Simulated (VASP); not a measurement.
A run of VASP 6.6.1 is set up as follows.

The input INCAR:

```
SYSTEM = CsOs
PREC     = Accurate       ! precision mode
ENCUT    = 520            ! plane-wave cutoff, eV
EDIFF    = 1E-6           ! SCF threshold, eV
ISMEAR   = 0              ! smearing method
SIGMA    = 0.1            ! smearing width, eV
LREAL    = .FALSE.        ! projectors in reciprocal space
LASPH    = .TRUE.         ! aspherical terms in the spheres
NELM     = 60             ! most SCF steps
ALGO     = Fast           ! electronic algorithm
ISIF     = 2              ! what is computed and relaxed
LWAVE    = .FALSE.        ! write WAVECAR
LCHARG   = .FALSE.        ! write CHGCAR
GGA      = PE             ! functional
NBANDS   = 16             ! bands
```

File KPOINTS:

```
Automatic mesh
0
G
  16 16 12
  0 0 0
```

File POSCAR:

```
CsOs
1.0
    2.9968100842      0.0000000000      0.0000000000
    0.0000000000      2.9968100842      0.0000000000
    0.0000000000      0.0000000000      5.9900676500
Cs Os
1 1
Direct
    0.5000000000      0.5000000000      0.5000000000
    0.0000000000      0.0000000000      0.0000000000
```

Potentials or basis: VASP PAW PBE potentials, release 64 (Cs_sv, Os).

Command:

```console
$ cat potpaw_PBE.64/Cs_sv/POTCAR potpaw_PBE.64/Os/POTCAR > POTCAR
$ mpirun -np 1 vasp_std > vasp.out
```

Q: Predict the band gap on the k mesh.

A: Zero (an odd number of electrons rules out a gap without spin polarisation).

Q: What does it give for the pressure?

A: 0.5 GPa.

Stress tensor (GPa, compression positive):
```
0.68 0.00 0.00
0.00 0.68 0.00
0.00 0.00 0.19
```

Caveat: spin-orbit coupling is left out, which moves the levels of the heavy elements.
